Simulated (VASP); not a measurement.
# Hg (R-3m) in VASP: a series of runs

The runs below take Hg through single point, with PBE.

All numbers are computed with VASP 6.6.1; they aren't measurements. Logs are shortened: lines on timing, memory, paths and dates and some standing lists are left out, and cuts for length are marked.

## (1) The cell of the first run

Symmetry: R-3m, No. 166, trigonal system. Conventional cell: a = 4.157 Å, b = 4.157 Å, c = 5.924 Å, α = 90.00°, β = 90.00°, γ = 120.00°. Hg (site symmetry -3m) has 6 Hg at 3.11 Å within 4.1 Å.

## (2) Single point, PBE

Input file INCAR:

```
SYSTEM = Hg
  ALGO = Normal
  EDIFF = 1E-7
  ENCUT = 520
  GGA = PE
  ISIF = 2
  ISMEAR = -1
  LASPH = .TRUE.
  LCHARG = .FALSE.
  LREAL = .FALSE.
  LWAVE = .FALSE.
  NBANDS = 12
  NELM = 80
  PREC = Accurate
  SIGMA = 0.1
```

Input file KPOINTS:

```
k-points
0
G
  8 8 8
  0 0 0
```

Input file POSCAR:

```
Hg
1.0
    2.0783995336      1.1999645302      1.9747385792
   -2.0783995336      1.1999645302      1.9747385792
    0.0000000000     -2.3999290604      1.9747385791
Hg
1
Direct
    0.0000000000      1.0000000000      0.0000000000
```

Potentials or basis: VASP PAW PBE potentials, release 64 (Hg).

Command:

```bash
$ cat potpaw_PBE.64/Hg/POTCAR > POTCAR
$ mpirun -np 1 vasp_std > vasp.out
```

OUTCAR:

```text
SYSTEM = Hg
   EDIFF = 1E-7
   ENCUT = 520
   GGA = PE
   ISIF = 2
   ISMEAR = -1
   LASPH = .TRUE.
   LREAL = .FALSE.
   NELM = 80
   PREC = Accurate

 ion  position               nearest neighbor table
   1  0.000  0.000  0.000-

  LATTYP: Found a trigonal (rhomboedric) cell.
 ALAT       =     3.1079337109
 COS(alpha) =     0.1055736732

  Lattice vectors:

 A1 = (   2.0783995336,   1.1999645302,   1.9747385792)
 A2 = (  -2.0783995336,   1.1999645302,   1.9747385792)
 A3 = (   0.0000000000,  -2.3999290604,   1.9747385791)

Analysis of symmetry for initial positions (statically):
=====================================================================
 Subroutine PRICEL returns:
 Original cell was already a primitive cell.

 Routine SETGRP: Setting up the symmetry group for a
 trigonal (rhombohedral) supercell.

 Subroutine GETGRP returns: Found 12 space group operations
 (whereof 12 operations were pure point group operations)
 out of a pool of 12 trial point group operations.

The static configuration has the point symmetry D_3d.

Analysis of symmetry for dynamics (positions and initial velocities):
=====================================================================
 Subroutine PRICEL returns:
 Original cell was already a primitive cell.

 Routine SETGRP: Setting up the symmetry group for a
 trigonal (rhombohedral) supercell.

 Subroutine GETGRP returns: Found 12 space group operations
 (whereof 12 operations were pure point group operations)
 out of a pool of 12 trial point group operations.

The dynamic configuration has the point symmetry D_3d.

 Subroutine INISYM returns: Found 12 space group operations
 (whereof 12 operations are pure point group operations),
 and found     1 'primitive' translations

----------------------------------------------------------------------------------------

                                     Primitive cell

  volume of cell :      29.5501

  direct lattice vectors                    reciprocal lattice vectors
     2.078399534  1.199964530  1.974738579     0.240569723  0.138892994  0.168798714
    -2.078399534  1.199964530  1.974738579    -0.240569723  0.138892994  0.168798714
     0.000000000 -2.399929060  1.974738579     0.000000000 -0.277785989  0.168798714

  length of vectors
     3.107933711  3.107933711  3.107933711     0.325050860  0.325050860  0.325050860

  position of ions in fractional coordinates (direct lattice)
     0.000000000  0.000000000  0.000000000

  ion indices of the primitive-cell ions
   primitive index   ion index
                 1           1

----------------------------------------------------------------------------------------

 KPOINTS: k-points

Automatic generation of k-mesh.
 Grid dimensions read from file:
 generate k-points for:    8    8    8

 Generating k-lattice:

  Cartesian coordinates                     Fractional coordinates (reciprocal lattice)
     0.030071215  0.017361624  0.021099839     0.125000000  0.000000000  0.000000000
    -0.030071215  0.017361624  0.021099839     0.000000000  0.125000000  0.000000000
     0.000000000 -0.034723249  0.021099839     0.000000000  0.000000000  0.125000000

  Length of vectors
     0.040631357  0.040631357  0.040631357

  Shift w.r.t. Gamma in fractional coordinates (k-lattice)
     0.000000000  0.000000000  0.000000000

 Subroutine IBZKPT returns following result:
 ===========================================

 Found     65 irreducible k-points:

 Following reciprocal coordinates:
            Coordinates               Weight
  0.000000  0.000000  0.000000      1.000000
  0.125000 -0.000000  0.000000      6.000000
  0.250000 -0.000000  0.000000      6.000000
  0.375000 -0.000000  0.000000      6.000000
  0.500000 -0.000000  0.000000      3.000000
  0.125000  0.125000  0.000000      6.000000
[... 16 lines left out ...]
  0.250000  0.125000  0.125000      6.000000
  0.375000  0.125000  0.125000      6.000000
 [... further k-points ...]
   k-points           NKPTS =     65   k-points in BZ     NKDIM =     65   number of bands    NBANDS=     12
   number of dos      NEDOS =    301   number of ions     NIONS =      1
   total plane-waves  NPLWV =  13824
   dimension x,y,z NGX =    24 NGY =   24 NGZ =   24
   dimension x,y,z NGXF=    48 NGYF=   48 NGZF=   48
   ions per type =               1
   NGX,Y,Z   is equivalent  to a cutoff of  12.84, 12.84, 12.84 a.u.
   NGXF,Y,Z  is equivalent  to a cutoff of  25.68, 25.68, 25.68 a.u.
 SYSTEM =  Hg
   PREC   = accura    normal or accurate (medium, high low for compatibility)
   ISTART =      0    job   : 0-new  1-cont  2-samecut
   ICHARG =      2    charge: 1-file 2-atom 10-const
   ISPIN  =      1    spin polarized calculation?
   LNONCOLLINEAR =      F non collinear calculations
   LSORBIT =      F    spin-orbit coupling
   LASPH  =      T    aspherical Exc in radial PAW
   ENCUT  =  520.0 eV  38.22 Ry    6.18 a.u.   5.78  5.78  5.78*2*pi/ulx,y,z
   NELM   =     80;   NELMIN=  2; NELMDL= -5     # of ELM steps
   EDIFF  = 0.1E-06   stopping-criterion for ELM
   LREAL  =      F    real-space projection
   EDIFFG = 0.1E-05   stopping-criterion for IOM
   NSW    =      0    number of steps for IOM
   IBRION =     -1    ionic relax: 0-MD 1-quasi-New 2-CG
   NFREE  =      0    steps in history (QN), initial steepest desc. (CG)
   ISIF   =      2    stress and relaxation
   ISYM   =      2    0-nonsym 1-usesym 2-fastsym
   POTIM  = 0.5000    time-step for ionic-motion
   TEBEG  =    0.0;   TEEND  =   0.0 temperature during run
   PSTRESS=    0.0 pullay stress
   NELECT =      12.0000    total number of electrons
   NUPDOWN=      -1.0000    fix difference up-down
   EMIN   =  10.00;   EMAX   =-10.00  energy-range for DOS
   EFERMI =   0.00;   METHOD = LEGACY
   ISMEAR =    -1;   SIGMA  =   0.10  broadening in eV -4-tet -1-fermi 0-gaus
   EFERMI_NEDOS =   21; number of points for ismear=-14 and -15
   IALGO  =     38    algorithm
   IMIX   =      4    mixing-type and parameters
     AMIX     =   0.40;   BMIX     =  1.00
     AMIX_MAG =   1.60;   BMIX_MAG =  1.00
  volume/ion in A,a.u.               =      29.55       199.41
  Fermi-wavevector in a.u.,A,eV,Ry     =   1.212316  2.290945 19.996617  1.469710
  Thomas-Fermi vector in A             =   2.347804
   LORBIT       =      0    0 simple, 1 ext, 2 COOP (PROOUT), +10 PAW based schemes
   GGA     = PE    functional components
   LHFCALC =     F    Hartree Fock is set to
   AEXX    =    0.0000 exact exchange contribution
   IVDW    =     0    specifies the selected vdW correction
   LEPSILON=     F    determine dielectric tensor
   LRPA    =     F    only Hartree local field effects (RPA)
 non-spin polarized calculation
  energy-cutoff  :      520.00
  volume of cell :       29.55
 maximum number of plane-waves:       811
   NGX = 11   NGY = 11   NGZ = 11

 number of electron      12.0000000 magnetization

 Free energy of the ion-electron system (eV)
  ---------------------------------------------------
  ext. energy  EPLUGINS =         0.00000000
  ---------------------------------------------------
  free energy    TOTEN  =        -0.18005246 eV

  energy without entropy =       -0.16912383  energy(sigma->0) =       -0.17458815

 E-fermi :   1.3533     XC(G=0):  -9.5706

 val. band max:        1.2309189952   @ k =  -0.3750   0.3750   0.3750
 cond. band min:       1.3681105628   @ k =   0.5000   0.2500   0.0000
 fundamental gap:      0.1371915676
 Fermi energy:         1.3533196369

 k-point     1 :       0.0000    0.0000    0.0000
  band No.  band energies     occupation
      1      -6.4096      2.00000
      2      -6.2226      2.00000
      3      -6.2226      2.00000
      4      -4.5971      2.00000
      5      -4.5971      2.00000
      6      -4.5560      2.00000
      7      10.9681      0.00000
      8      10.9681      0.00000
      9      11.1871      0.00000
     10      14.2504      0.00000
     11      15.9916      0.00000
     12      15.9916      0.00000

 k-point     2 :       0.1250   -0.0000    0.0000
  band No.  band energies     occupation
      1      -6.2544      2.00000
      2      -6.2036      2.00000
      3      -5.9633      2.00000
      4      -4.6739      2.00000
      5      -4.6440      2.00000
      6      -4.5731      2.00000
      7       8.6241      0.00000
      8      11.3035      0.00000
      9      11.4398      0.00000
     10      14.9705      0.00000
     11      15.9719      0.00000
     12      18.1503      0.00000

 k-point     3 :       0.2500   -0.0000    0.0000
  band No.  band energies     occupation
      1      -6.1596      2.00000
      2      -6.1167      2.00000
      3      -4.9280      2.00000
      4      -4.8503      2.00000
      5      -4.7836      2.00000
      6      -4.5606      2.00000
      7       5.2552      0.00000
      8      12.1721      0.00000
      9      12.2298      0.00000
     10      15.5443      0.00000
     11      15.9640      0.00000
     12      20.2713      0.00000
[... 286 lines left out ...]
 k-point    23 :       0.2500    0.1250    0.1250
  band No.  band energies     occupation
      1      -5.9197      2.00000
      2      -5.7742      2.00000
      3      -5.1050      2.00000
      4      -4.9645      2.00000
      5      -4.7371      2.00000
      6      -4.6249      2.00000
      7       6.4129      0.00000
      8      10.9858      0.00000
      9      11.0392      0.00000
     10      16.4974      0.00000
     11      16.5285      0.00000
     12      18.3533      0.00000

 k-point    24 :       0.3750    0.1250    0.1250
  band No.  band energies     occupation
      1      -5.8760      2.00000
      2      -5.6566      2.00000
      3      -5.1712      2.00000
      4      -5.1366      2.00000
      5      -4.7192      2.00000
      6      -3.1006      2.00000
      7       3.1648      0.00000
      8      12.3843      0.00000
      9      12.4421      0.00000
     10      14.5444      0.00000
     11      14.9588      0.00000
     12      18.5773      0.00000

 [... further k-points ...]

------------------------ aborting loop because EDIFF is reached ----------------------------------------

  FORCE on cell =-STRESS in cart. coord.  units (eV):
  Direction    XX          YY          ZZ          XY          YZ          ZX
  --------------------------------------------------------------------------------------
  -------------------------------------------------------------------------------------
  Total        0.0244002      0.0244002     -0.0442733     -0.0000000      0.0000000     -0.0000000
  in kB        1.3229584      1.3229584     -2.4004578     -0.0000000      0.0000000     -0.0000000
  external PRESSURE =       0.0818196 kB  Pullay stress =       0.0000000 kB

 VOLUME and BASIS-vectors are now :
 -----------------------------------------------------------------------------
  energy-cutoff  :      520.00
  volume of cell :       29.55
      direct lattice vectors                 reciprocal lattice vectors
     2.078399534  1.199964530  1.974738579     0.240569723  0.138892994  0.168798714
    -2.078399534  1.199964530  1.974738579    -0.240569723  0.138892994  0.168798714
     0.000000000 -2.399929060  1.974738579     0.000000000 -0.277785989  0.168798714

 POSITION                                       TOTAL-FORCE (eV/Angst)
 -----------------------------------------------------------------------------------
      0.00000      0.00000      0.00000         0.000000     -0.000000     -0.000000
 -----------------------------------------------------------------------------------
    total drift:                                0.000000      0.000000      0.000000

  FREE ENERGIE OF THE ION-ELECTRON SYSTEM (eV)
  ---------------------------------------------------
  free  energy   TOTEN  =        -0.1800524646 eV

  energy  without entropy=       -0.1691238341  energy(sigma->0) =       -0.17458815
```

It took 8.8 s on 1 thread of Intel Xeon 6975P-C (Granite Rapids), shared host; peak memory 0.14 GiB.

What came out:

```
Free energy            : -0.1801 eV
Pressure               : 0.0 GPa
Band gap on the k mesh : zero (band 6 reaches 4.26 eV, above the bottom of band 7 at 0.01 eV)
```

Caveat: spin-orbit coupling is left out, which moves the levels of the heavy elements.

[end of part 1 of 2]
